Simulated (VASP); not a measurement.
ScSi10:

```
CELL_PARAMETERS angstrom
6.22980 0.00000 0.00000
-3.11490 5.39517 0.00000
0.00000 0.00000 4.62203
ATOMIC_POSITIONS crystal
Sc 0.00000 0.00000 0.00000
Si 0.33333 0.66667 0.23802
Si 0.33333 0.66667 0.76198
Si 0.66667 0.33333 0.76198
Si 0.66667 0.33333 0.23802
Si 0.32491 0.00000 0.63169
Si 0.00000 0.32491 0.63169
Si 0.67509 0.67509 0.63169
Si 0.00000 0.67509 0.36831
Si 0.67509 0.00000 0.36831
Si 0.32491 0.32491 0.36831
```

```yaml
Program: VASP 6.6.1
Task: relaxation of cell and atoms
Functional: PBE
Potentials_or_basis: VASP PAW PBE potentials, release 64 (Sc_sv, Si)
Cutoff: 600 eV
k_mesh: 3 × 3 × 4
Occupations: gaussian, width 0.1 eV
Spin: no spin polarisation
```

At the start: pressure 41.9 GPa; volume 14.12 Å³/atom.

How do energy, volume and symmetry change on relaxing?

Over 9 steps the energy falls by 502.9 meV/atom and the volume is 18.66 Å³/atom (+32.1 %); space group P-31m (No. 162, to 0.05 Å).

Step by step:
| step | energy change (eV) | largest force (eV/Å) | pressure (GPa) | volume (Å³) |
| --- | --- | --- | --- | --- |
| 1 | 0.0000 | 1.7725 | 41.93 | 155.35 |
| 2 | -3.3422 | 1.1200 | -10.24 | 253.88 |
| 3 | -5.4720 | 0.7051 | 0.15 | 205.17 |
| 4 | -5.4729 | 0.6884 | 0.59 | 204.08 |
| 5 | -5.5302 | 0.0550 | -0.07 | 206.08 |
| 6 | -5.5304 | 0.0491 | -0.10 | 206.21 |
| 7 | -5.5304 | 0.0508 | -0.11 | 206.25 |
| 8 | -5.5312 | 0.0460 | -0.01 | 205.94 |
| 9 | -5.5318 | 0.0352 | 0.24 | 205.28 |

Final structure:
```
Sc Si
1.0
     6.88436    0.00000    0.00000
    -3.44218    5.96203    0.00000
     0.00000    0.00000    5.00125
Sc Si
1 10
Direct
  0.00000 0.00000 0.00000
  0.33333 0.66667 0.23786
  0.33333 0.66667 0.76214
  0.66667 0.33333 0.76214
  0.66667 0.33333 0.23786
  0.31636 0.00000 0.63021
  0.00000 0.31636 0.63021
  0.68364 0.68364 0.63021
  0.00000 0.68364 0.36979
  0.68364 0.00000 0.36979
  0.31636 0.31636 0.36979
```

Caveat: the k points lie up to 0.35 Å⁻¹ apart in the final cell; the volume moved by over 15 % at a fixed basis, so the end points are rough.
